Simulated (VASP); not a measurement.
# BaHfO3 (P4/mmm) in VASP: notebook, part 2 of 2

VASP 6.6.1. The steps go on from the part before.

### Step 3. Single point, r2SCAN, non-collinear spin, zero start, spin-orbit coupling (epitaxial xy strain -1.0%)

File POSCAR:

```
BaHfO3
1.0
    4.1352881831      0.0000000000      0.0000000000
    0.0000000000      4.1352881831      0.0000000000
    0.0000000000      0.0000000000      4.1990261357
Ba Hf O
1 1 3
Direct
    0.0000000000      0.0000000000      0.0000000000
    0.5000000000      0.5000000000      0.5000000000
    0.5000000000      0.5000000000      0.0000000000
    0.5000000000      0.0000000000      0.5000000000
    0.0000000000      0.5000000000      0.5000000000
```

File INCAR.step1:

```
PREC = Accurate ; ENCUT = 520
ISMEAR = 0 ; SIGMA = 0.01
LREAL = False ; LASPH = True
NELM = 150 ; MAGMOM = 0 0 0 0 0 0 0 0 0 0 0 0 0 0 0
LSORBIT = True ; GGA_COMPAT = False
LMAXMIX = 4 ; NBANDS = 53
GGA = PE ; ALGO = Normal
EDIFF = 1E-4 ; LWAVE = True
LCHARG = False
```

File INCAR.step2:

```
PREC = Accurate ; ENCUT = 520
EDIFF = 1E-7 ; ISMEAR = 0
SIGMA = 0.01 ; LREAL = False
LASPH = True ; NELM = 150
ALGO = Normal ; ISIF = 2
LWAVE = False ; LCHARG = False
MAGMOM = 0 0 0 0 0 0 0 0 0 0 0 0 0 0 0 ; LORBIT = 11
LSORBIT = True ; GGA_COMPAT = False
LORBMOM = True ; LMAXMIX = 4
METAGGA = R2SCAN ; LMIXTAU = True
NBANDS = 53 ; ISTART = 1
```

File KPOINTS:

```
regular mesh
0
Gamma
  6 6 6
```

Potentials or basis: VASP PAW PBE potentials, release 64 (Ba_sv, Hf_pv, O).

Launch:

```console
$ cat potpaw_PBE.64/Ba_sv/POTCAR potpaw_PBE.64/Hf_pv/POTCAR potpaw_PBE.64/O/POTCAR > POTCAR
$ cp INCAR.step1 INCAR
$ mpirun -np 1 vasp_ncl > vasp.out
$ cp INCAR.step2 INCAR
$ mpirun -np 1 vasp_ncl > vasp.out
```

OUTCAR:

```text
PREC = Accurate
   ENCUT = 520
   EDIFF = 1E-7
   ISMEAR = 0
   LREAL = False
   LASPH = True
   NELM = 150
   ISIF = 2
   LORBIT = 11
   LSORBIT = True
   METAGGA = R2SCAN
   ISTART = 1

 ion  position               nearest neighbor table
   1  0.000  0.000  0.000-   3 2.92   3 2.92   3 2.92   3 2.92   5 2.95   4 2.95   5 2.95   5 2.95
                             5 2.95   4 2.95   4 2.95   4 2.95   2 3.60   2 3.60   2 3.60   2 3.60
   2  0.500  0.500  0.500-   4 2.07   5 2.07   4 2.07   5 2.07   3 2.10   3 2.10   1 3.60   1 3.60
                             1 3.60   1 3.60   1 3.60   1 3.60   1 3.60   1 3.60
   3  0.500  0.500  0.000-   2 2.10   2 2.10   1 2.92   1 2.92   1 2.92   1 2.92
   4  0.500  0.000  0.500-   2 2.07   2 2.07   1 2.95   1 2.95   1 2.95   1 2.95
   5  0.000  0.500  0.500-   2 2.07   2 2.07   1 2.95   1 2.95   1 2.95   1 2.95

  LATTYP: Found a simple tetragonal cell.
 ALAT       =     4.1352881831
 C/A-ratio  =     1.0154131828

  Lattice vectors:

 A1 = (   4.1352881831,   0.0000000000,   0.0000000000)
 A2 = (   0.0000000000,   4.1352881831,   0.0000000000)
 A3 = (   0.0000000000,   0.0000000000,   4.1990261357)

Analysis of symmetry for initial positions (statically):
=====================================================================
 Subroutine PRICEL returns:
 Original cell was already a primitive cell.

 Routine SETGRP: Setting up the symmetry group for a
 simple tetragonal supercell.

 Subroutine GETGRP returns: Found 16 space group operations
 (whereof 16 operations were pure point group operations)
 out of a pool of 16 trial point group operations.

The static configuration has the point symmetry D_4h.

Analysis of symmetry for dynamics (positions and initial velocities):
=====================================================================
 Subroutine PRICEL returns:
 Original cell was already a primitive cell.

 Routine SETGRP: Setting up the symmetry group for a
 simple tetragonal supercell.

 Subroutine GETGRP returns: Found 16 space group operations
 (whereof 16 operations were pure point group operations)
 out of a pool of 16 trial point group operations.

The dynamic configuration has the point symmetry D_4h.

Analysis of structural, dynamic, and magnetic symmetry:
[... 1515 lines left out ...]
  1         0.000   0.000   0.000
  2         0.000   0.000   0.000
  3         0.000   0.000   0.000
  4         0.000   0.000   0.000
  5        -0.000   0.000  -0.000
 ----------------------------------------
           -0.000   0.000  -0.000

 Spin-Orbit-Coupling matrix elements

 Ion:    1  E_soc:     -0.3625687
 l=   1
     0.0000000    -0.0602903    -0.0603080
    -0.0602903     0.0000000    -0.0602903
    -0.0603080    -0.0602903     0.0000000
 l=   2
     0.0000000    -0.0000274     0.0000000    -0.0000274    -0.0001068
    -0.0000274     0.0000000    -0.0000784    -0.0000264    -0.0000255
     0.0000000    -0.0000784     0.0000000    -0.0000784     0.0000000
    -0.0000274    -0.0000264    -0.0000784     0.0000000    -0.0000255
    -0.0001068    -0.0000255     0.0000000    -0.0000255     0.0000000
 l=   3
     0.0000000     0.0000000     0.0000000     0.0000000     0.0000000     0.0000000     0.0000000
     0.0000000     0.0000000     0.0000000     0.0000000     0.0000000     0.0000000     0.0000000
     0.0000000     0.0000000     0.0000000     0.0000000     0.0000000     0.0000000     0.0000000
     0.0000000     0.0000000     0.0000000     0.0000000     0.0000000     0.0000000     0.0000000
[... 69 lines left out ...]
 l=   2
     0.0000000     0.0000000     0.0000000     0.0000000     0.0000000
     0.0000000     0.0000000     0.0000000     0.0000000     0.0000000
     0.0000000     0.0000000     0.0000000     0.0000000     0.0000000
     0.0000000     0.0000000     0.0000000     0.0000000     0.0000000
     0.0000000     0.0000000     0.0000000     0.0000000     0.0000000
 l=   3
     0.0000000     0.0000000     0.0000000     0.0000000     0.0000000     0.0000000     0.0000000
     0.0000000     0.0000000     0.0000000     0.0000000     0.0000000     0.0000000     0.0000000
     0.0000000     0.0000000     0.0000000     0.0000000     0.0000000     0.0000000     0.0000000
     0.0000000     0.0000000     0.0000000     0.0000000     0.0000000     0.0000000     0.0000000
     0.0000000     0.0000000     0.0000000     0.0000000     0.0000000     0.0000000     0.0000000
     0.0000000     0.0000000     0.0000000     0.0000000     0.0000000     0.0000000     0.0000000
     0.0000000     0.0000000     0.0000000     0.0000000     0.0000000     0.0000000     0.0000000

 total charge

# of ion       s       p       d       tot
------------------------------------------
    1        2.013   5.651   0.260   7.924
    2        0.344   6.778   1.492   8.614
    3        1.561   3.524   0.000   5.084
    4        1.563   3.536   0.000   5.099
    5        1.563   3.536   0.000   5.099
--------------------------------------------------
tot          7.044  23.025   1.752  31.821

 magnetization (x)

# of ion       s       p       d       tot
------------------------------------------
    1        0.000   0.000   0.000   0.000
    2       -0.000   0.000   0.000   0.000
    3        0.000   0.000   0.000   0.000
    4        0.000   0.000   0.000   0.000
    5        0.000   0.000   0.000   0.000
--------------------------------------------------
tot         -0.000   0.000   0.000   0.000

 magnetization (y)

# of ion       s       p       d       tot
------------------------------------------
    1        0.000   0.000  -0.000  -0.000
    2        0.000   0.000   0.000   0.000
    3        0.000  -0.000   0.000  -0.000
    4       -0.000   0.000   0.000  -0.000
    5       -0.000   0.000   0.000   0.000
--------------------------------------------------
tot         -0.000   0.000  -0.000   0.000

 magnetization (z)

# of ion       s       p       d       tot
------------------------------------------
    1        0.000   0.000   0.000   0.000
    2        0.000   0.000  -0.000  -0.000
    3        0.000   0.000   0.000   0.000
    4        0.000  -0.000   0.000  -0.000
    5       -0.000  -0.000   0.000  -0.000
--------------------------------------------------
tot          0.000  -0.000  -0.000  -0.000
```

OUTCAR.step1:

```text
PREC = Accurate
   ENCUT = 520
   ISMEAR = 0
   LREAL = False
   LASPH = True
   NELM = 150
   LSORBIT = True
   GGA = PE
[... 1633 lines left out ...]
     0.0000000     0.0000000     0.0000000     0.0000000     0.0000000     0.0000000     0.0000000
     0.0000000     0.0000000     0.0000000     0.0000000     0.0000000     0.0000000     0.0000000
     0.0000000     0.0000000     0.0000000     0.0000000     0.0000000     0.0000000     0.0000000
     0.0000000     0.0000000     0.0000000     0.0000000     0.0000000     0.0000000     0.0000000
     0.0000000     0.0000000     0.0000000     0.0000000     0.0000000     0.0000000     0.0000000

=======================================================================

 ========================================================
```

It took 28 min on 1 thread of Oxide Virtual Turin-like, shared host; peak memory 0.48 GiB.

Results:

| Item | Value |
| --- | --- |
| Free energy | -108.7738 eV |
| Pressure | 2.1 GPa |
| Net moment | 0.00 μB per cell |
| Valence electrons inside the program's atomic spheres | Ba 7.92; Hf 8.61; O 5.08, 5.10 (each value once) |

Stress tensor (GPa, compression positive):
```
 3.42  0.00  0.00
 0.00  3.42  0.00
 0.00  0.00 -0.56
```

Moments on the atoms (μB; x, y, z):
```
Ba  0.00 0.00 0.00
Hf  0.00 0.00 0.00
O   0.00 0.00 0.00
O   0.00 0.00 0.00
O   0.00 0.00 0.00
```

Caveat: the cell differs from its parent crystal (epitaxial xy strain -1.0%); the PAW data sets were made with another functional, which shifts forces and pressure a little.
